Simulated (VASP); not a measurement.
# AlRu3 (Fm-3m) in VASP: notebook

AlRu3 is run at these levels: PBE; tasks: single point, relaxation of cell and atoms.

Everything below comes from runs of VASP 6.6.1. Logs are shortened: lines on timing, memory, paths and dates and some standing lists are left out, and cuts for length are marked.

### 1 The cell of the first run

Symmetry: Fm-3m, No. 225, cubic system. Conventional cell: a = 6.073 Å, b = 6.073 Å, c = 6.073 Å, α = 90.00°, β = 90.00°, γ = 90.00°. Al (site symmetry m-3m) has 14 Ru at 2.63 to 3.04 Å within 3.5 Å. Within 3.5 Å of Ru (site symmetry -43m) lie 4 Al at 2.63 Å and 10 Ru at 2.63 to 3.04 Å. Within 3.5 Å of Ru (site symmetry m-3m) lie 8 Ru at 2.63 Å and 6 Al at 3.04 Å.

### 2 Single point, PBE

Input file INCAR:

```
SYSTEM = AlRu3
PREC = Accurate
ENCUT = 520
EDIFF = 1E-7
ISMEAR = 0
SIGMA = 0.1
LREAL = .FALSE.
LASPH = .TRUE.
NELM = 60
ALGO = Normal
ISIF = 2
LWAVE = .FALSE.
LCHARG = .FALSE.
GGA = PE
NBANDS = 30
```

Input file KPOINTS:

```
Automatic mesh
0
G
  6 6 6
  0 0 0
```

Input file POSCAR:

```
AlRu3
1.0
    0.0000000000      3.0365212054      3.0365212054
    3.0365212054      0.0000000000      3.0365212054
    3.0365212054      3.0365212054      0.0000000000
Al Ru
1 3
Direct
    0.0000000000      0.0000000000      0.0000000000
    0.2500000000      0.2500000000      0.2500000000
    0.7500000000      0.7500000000      0.7500000000
    0.5000000000      0.5000000000      0.5000000000
```

Potentials or basis: VASP PAW PBE potentials, release 64 (Al, Ru_pv).

Command:

```console
$ cat potpaw_PBE.64/Al/POTCAR potpaw_PBE.64/Ru_pv/POTCAR > POTCAR
$ mpirun -np 1 vasp_std > vasp.out
```

OUTCAR:

```text
SYSTEM = AlRu3
   PREC = Accurate
   ENCUT = 520
   EDIFF = 1E-7
   ISMEAR = 0
   LREAL = .FALSE.
   LASPH = .TRUE.
   NELM = 60
   ISIF = 2
   GGA = PE

 ion  position               nearest neighbor table
   1  0.000  0.000  0.000-   3 2.63   3 2.63   3 2.63   2 2.63   3 2.63   2 2.63   2 2.63   2 2.63
                             4 3.04   4 3.04   4 3.04   4 3.04   4 3.04   4 3.04
   2  0.250  0.250  0.250-   1 2.63   1 2.63   1 2.63   1 2.63   4 2.63   4 2.63   4 2.63   4 2.63
                             3 3.04   3 3.04   3 3.04   3 3.04   3 3.04   3 3.04
   3  0.750  0.750  0.750-   4 2.63   4 2.63   4 2.63   1 2.63   4 2.63   1 2.63   1 2.63   1 2.63
                             2 3.04   2 3.04   2 3.04   2 3.04   2 3.04   2 3.04
   4  0.500  0.500  0.500-   2 2.63   2 2.63   2 2.63   2 2.63   3 2.63   3 2.63   3 2.63   3 2.63
                             1 3.04   1 3.04   1 3.04   1 3.04   1 3.04   1 3.04

  LATTYP: Found a face centered cubic cell.
 ALAT       =     6.0730424108

  Lattice vectors:

 A1 = (   0.0000000000,   3.0365212054,   3.0365212054)
 A2 = (   3.0365212054,   0.0000000000,   3.0365212054)
 A3 = (   3.0365212054,   3.0365212054,   0.0000000000)

Analysis of symmetry for initial positions (statically):
=====================================================================
 Subroutine PRICEL returns:
 Original cell was already a primitive cell.

 Routine SETGRP: Setting up the symmetry group for a
 face centered cubic supercell.

 Subroutine GETGRP returns: Found 48 space group operations
 (whereof 48 operations were pure point group operations)
 out of a pool of 48 trial point group operations.

The static configuration has the point symmetry O_h .

Analysis of symmetry for dynamics (positions and initial velocities):
=====================================================================
 Subroutine PRICEL returns:
 Original cell was already a primitive cell.

 Routine SETGRP: Setting up the symmetry group for a
 face centered cubic supercell.

 Subroutine GETGRP returns: Found 48 space group operations
 (whereof 48 operations were pure point group operations)
 out of a pool of 48 trial point group operations.

The dynamic configuration has the point symmetry O_h .

 Subroutine INISYM returns: Found 48 space group operations
 (whereof 48 operations are pure point group operations),
 and found     1 'primitive' translations

----------------------------------------------------------------------------------------

                                     Primitive cell

  volume of cell :      55.9963

  direct lattice vectors                    reciprocal lattice vectors
     0.000000000  3.036521205  3.036521205    -0.164662114  0.164662114  0.164662114
     3.036521205  0.000000000  3.036521205     0.164662114 -0.164662114  0.164662114
     3.036521205  3.036521205  0.000000000     0.164662114  0.164662114 -0.164662114

  length of vectors
     4.294289471  4.294289471  4.294289471     0.285203147  0.285203147  0.285203147

  position of ions in fractional coordinates (direct lattice)
     0.000000000  0.000000000  0.000000000
     0.250000000  0.250000000  0.250000000
     0.750000000  0.750000000  0.750000000
     0.500000000  0.500000000  0.500000000

  ion indices of the primitive-cell ions
   primitive index   ion index
                 1           1
                 2           2
                 3           3
                 4           4

----------------------------------------------------------------------------------------

 KPOINTS: Automatic mesh

Automatic generation of k-mesh.
 Grid dimensions read from file:
 generate k-points for:    6    6    6

 Generating k-lattice:

  Cartesian coordinates                     Fractional coordinates (reciprocal lattice)
    -0.027443686  0.027443686  0.027443686     0.166666667  0.000000000  0.000000000
     0.027443686 -0.027443686  0.027443686     0.000000000  0.166666667  0.000000000
     0.027443686  0.027443686 -0.027443686     0.000000000  0.000000000  0.166666667

  Length of vectors
     0.047533858  0.047533858  0.047533858

  Shift w.r.t. Gamma in fractional coordinates (k-lattice)
     0.000000000  0.000000000  0.000000000

 Subroutine IBZKPT returns following result:
 ===========================================

 Found     16 irreducible k-points:

 Following reciprocal coordinates:
            Coordinates               Weight
  0.000000  0.000000  0.000000      1.000000
  0.166667  0.000000  0.000000      8.000000
  0.333333  0.000000  0.000000      8.000000
  0.500000  0.000000  0.000000      4.000000
  0.166667  0.166667  0.000000      6.000000
  0.333333  0.166667  0.000000     24.000000
[... 8 lines left out ...]
 -0.333333  0.333333  0.166667     24.000000
 -0.333333  0.500000  0.166667     12.000000
   k-points           NKPTS =     16   k-points in BZ     NKDIM =     16   number of bands    NBANDS=     30
   number of dos      NEDOS =    301   number of ions     NIONS =      4
   total plane-waves  NPLWV =  32768
   dimension x,y,z NGX =    32 NGY =   32 NGZ =   32
   dimension x,y,z NGXF=    64 NGYF=   64 NGZF=   64
   ions per type =               1   3
   NGX,Y,Z   is equivalent  to a cutoff of  12.39, 12.39, 12.39 a.u.
   NGXF,Y,Z  is equivalent  to a cutoff of  24.78, 24.78, 24.78 a.u.
 SYSTEM =  AlRu3
   PREC   = accura    normal or accurate (medium, high low for compatibility)
   ISTART =      0    job   : 0-new  1-cont  2-samecut
   ICHARG =      2    charge: 1-file 2-atom 10-const
   ISPIN  =      1    spin polarized calculation?
   LNONCOLLINEAR =      F non collinear calculations
   LSORBIT =      F    spin-orbit coupling
   LASPH  =      T    aspherical Exc in radial PAW
   ENCUT  =  520.0 eV  38.22 Ry    6.18 a.u.   7.98  7.98  7.98*2*pi/ulx,y,z
   NELM   =     60;   NELMIN=  2; NELMDL= -5     # of ELM steps
   EDIFF  = 0.1E-06   stopping-criterion for ELM
   LREAL  =      F    real-space projection
   EDIFFG = 0.1E-05   stopping-criterion for IOM
   NSW    =      0    number of steps for IOM
   IBRION =     -1    ionic relax: 0-MD 1-quasi-New 2-CG
   NFREE  =      0    steps in history (QN), initial steepest desc. (CG)
   ISIF   =      2    stress and relaxation
   ISYM   =      2    0-nonsym 1-usesym 2-fastsym
   POTIM  = 0.5000    time-step for ionic-motion
   TEBEG  =    0.0;   TEEND  =   0.0 temperature during run
   PSTRESS=    0.0 pullay stress
   NELECT =      45.0000    total number of electrons
   NUPDOWN=      -1.0000    fix difference up-down
   EMIN   =  10.00;   EMAX   =-10.00  energy-range for DOS
   EFERMI =   0.00;   METHOD = LEGACY
   ISMEAR =     0;   SIGMA  =   0.10  broadening in eV -4-tet -1-fermi 0-gaus
   EFERMI_NEDOS =   21; number of points for ismear=-14 and -15
   IALGO  =     38    algorithm
   IMIX   =      4    mixing-type and parameters
     AMIX     =   0.40;   BMIX     =  1.00
     AMIX_MAG =   1.60;   BMIX_MAG =  1.00
  volume/ion in A,a.u.               =      14.00        94.47
  Fermi-wavevector in a.u.,A,eV,Ry     =   1.522040  2.876238 31.519328  2.316605
  Thomas-Fermi vector in A             =   2.630673
   LORBIT       =      0    0 simple, 1 ext, 2 COOP (PROOUT), +10 PAW based schemes
   GGA     = PE    functional components
   LHFCALC =     F    Hartree Fock is set to
   AEXX    =    0.0000 exact exchange contribution
   IVDW    =     0    specifies the selected vdW correction
   LEPSILON=     F    determine dielectric tensor
   LRPA    =     F    only Hartree local field effects (RPA)
 non-spin polarized calculation
 Gauss-broadening in eV      SIGMA  =   0.10
  energy-cutoff  :      520.00
  volume of cell :       56.00
 maximum number of plane-waves:      1527
   NGX = 15   NGY = 15   NGZ = 15

 number of electron      45.0000013 magnetization

 Free energy of the ion-electron system (eV)
  ---------------------------------------------------
  ext. energy  EPLUGINS =         0.00000000
  ---------------------------------------------------
  free energy    TOTEN  =       -31.54759144 eV

  energy without entropy =      -31.52063148  energy(sigma->0) =      -31.53411146

 E-fermi :  11.5708     XC(G=0): -13.1348

 val. band max:       11.5636016387   @ k =   0.5000   0.0000   0.0000
 cond. band min:      11.5856473256   @ k =   0.3333   0.0000   0.0000
 fundamental gap:      0.0220456869
 Fermi energy:        11.5708465653

 k-point     1 :       0.0000    0.0000    0.0000
  band No.  band energies     occupation
      1     -31.5759      2.00000
      2     -31.5759      2.00000
      3     -31.5759      2.00000
      4     -31.2865      2.00000
      5     -31.2865      2.00000
      6     -31.2865      2.00000
[... 22 lines left out ...]
     29      17.6711      0.00000
     30      18.9628      0.00000

 k-point     2 :       0.1667    0.0000    0.0000
  band No.  band energies     occupation
      1     -31.5948      2.00000
      2     -31.5948      2.00000
      3     -31.5915      2.00000
      4     -31.2671      2.00000
      5     -31.2671      2.00000
      6     -31.2353      2.00000
[... 22 lines left out ...]
     29      17.8145      0.00000
     30      18.5536      0.00000

 k-point     3 :       0.3333    0.0000    0.0000
  band No.  band energies     occupation
      1     -31.6267      2.00000
      2     -31.6267      2.00000
      3     -31.5932      2.00000
      4     -31.2346      2.00000
      5     -31.2346      2.00000
      6     -31.1884      2.00000
[... 22 lines left out ...]
     29      18.0113      0.00000
     30      18.1915      0.00000

 k-point     4 :       0.5000    0.0000    0.0000
  band No.  band energies     occupation
      1     -31.6407      2.00000
      2     -31.6407      2.00000
      3     -31.5806      2.00000
      4     -31.2211      2.00000
      5     -31.2206      2.00000
      6     -31.2206      2.00000
[... 352 lines left out ...]
     29      18.8687      0.00000
     30      19.6073      0.00000

 k-point    15 :      -0.3333    0.3333    0.1667
  band No.  band energies     occupation
      1     -31.7021      2.00000
      2     -31.6100      2.00000
      3     -31.5971      2.00000
      4     -31.2866      2.00000
      5     -31.1612      2.00000
      6     -31.1444      2.00000
[... 22 lines left out ...]
     29      18.8994      0.00000
     30      20.1139      0.00000

 k-point    16 :      -0.3333    0.5000    0.1667
  band No.  band energies     occupation
      1     -31.7220      2.00000
      2     -31.6601      2.00000
      3     -31.5258      2.00000
      4     -31.3133      2.00000
      5     -31.1335      2.00000
      6     -31.1257      2.00000
[... 22 lines left out ...]
     29      19.1502      0.00000
     30      19.5233      0.00000

------------------------ aborting loop because EDIFF is reached ----------------------------------------

  FORCE on cell =-STRESS in cart. coord.  units (eV):
  Direction    XX          YY          ZZ          XY          YZ          ZX
  --------------------------------------------------------------------------------------
  -------------------------------------------------------------------------------------
  Total       -0.1195094     -0.1195094     -0.1195094      0.0000000     -0.0000000      0.0000000
  in kB       -3.4194311     -3.4194311     -3.4194311      0.0000000     -0.0000000      0.0000000
  external PRESSURE =      -3.4194311 kB  Pullay stress =       0.0000000 kB

 VOLUME and BASIS-vectors are now :
 -----------------------------------------------------------------------------
  energy-cutoff  :      520.00
  volume of cell :       56.00
      direct lattice vectors                 reciprocal lattice vectors
     0.000000000  3.036521205  3.036521205    -0.164662114  0.164662114  0.164662114
     3.036521205  0.000000000  3.036521205     0.164662114 -0.164662114  0.164662114
     3.036521205  3.036521205  0.000000000     0.164662114  0.164662114 -0.164662114

 POSITION                                       TOTAL-FORCE (eV/Angst)
 -----------------------------------------------------------------------------------
      0.00000      0.00000      0.00000        -0.000000      0.000000      0.000000
      1.51826      1.51826      1.51826         0.000000      0.000000      0.000000
      4.55478      4.55478      4.55478        -0.000000     -0.000000     -0.000000
      3.03652      3.03652      3.03652        -0.000000      0.000000     -0.000000
 -----------------------------------------------------------------------------------
    total drift:                               -0.000000      0.000000      0.000000

  FREE ENERGIE OF THE ION-ELECTRON SYSTEM (eV)
  ---------------------------------------------------
  free  energy   TOTEN  =       -31.5475914420 eV

  energy  without entropy=      -31.5206314792  energy(sigma->0) =      -31.53411146
```

Wall time 11 s (1 thread of Intel Xeon 6975P-C (Granite Rapids), shared host); peak memory 0.18 GiB.

What came out:

| Quantity | Value |
| --- | --- |
| Free energy | -31.5476 eV |
| Pressure | -0.3 GPa |

### 3 Single point, PBE

This run uses another cell than the first one, of 15.21 Å³/atom, 1.086 times its volume.

Input file INCAR:

```
SYSTEM = AlRu3
PREC = Accurate ; ENCUT = 520
EDIFF = 1E-6 ; ISMEAR = 0
SIGMA = 0.1 ; LREAL = .False.
LASPH = .True. ; NELM = 60
ALGO = Fast ; ISIF = 2
LWAVE = .False. ; LCHARG = .True.
GGA = PE ; LELF = .True.
LVHAR = .True. ; NBANDS = 30
```

Input file KPOINTS:

```
Automatic mesh
0
Gamma
  6 6 6
  0 0 0
```

Input file POSCAR:

```
AlRu3
1.0
    0.0000000000      3.1214948900      3.1214948900
    3.1214948900      0.0000000000      3.1214948900
    3.1214948900      3.1214948900      0.0000000000
Al Ru
1 3
Direct
    0.0000000000      0.0000000000      0.0000000000
    0.2500000000      0.2500000000      0.2500000000
    0.7500000000      0.7500000000      0.7500000000
    0.5000000000      0.5000000000      0.5000000000
```

Potentials or basis: VASP PAW PBE potentials, release 64 (Al, Ru_pv).

Command:

```console
$ cat potpaw_PBE.64/Al/POTCAR potpaw_PBE.64/Ru_pv/POTCAR > POTCAR
$ mpirun -np 1 vasp_std > vasp.out
```

Wall time 18 s (1 thread of Intel Xeon 6975P-C (Granite Rapids), shared host); peak memory 0.2 GiB.

The run converged. Its results:

```yaml
Free_energy: -31.2725 eV
Pressure: -16.7 GPa
```

Levels at points of the mesh, in eV from the Fermi level:
```tsv
k point	band 19	band 20	band 21	band 22	band 23	band 24	band 25	band 26
(0.00, 0.00, 0.00)	-0.13	-0.13	-0.13	0.13	0.13	0.52	0.52	4.37
(0.50, 0.00, 0.00)	-1.75	-1.75	-1.41	0.00	0.00	0.27	0.27	0.86
(0.50, 0.50, 0.00)	-1.83	-0.49	-0.26	-0.26	-0.19	0.02	0.44	0.62
```

[end of part 1 of 2]
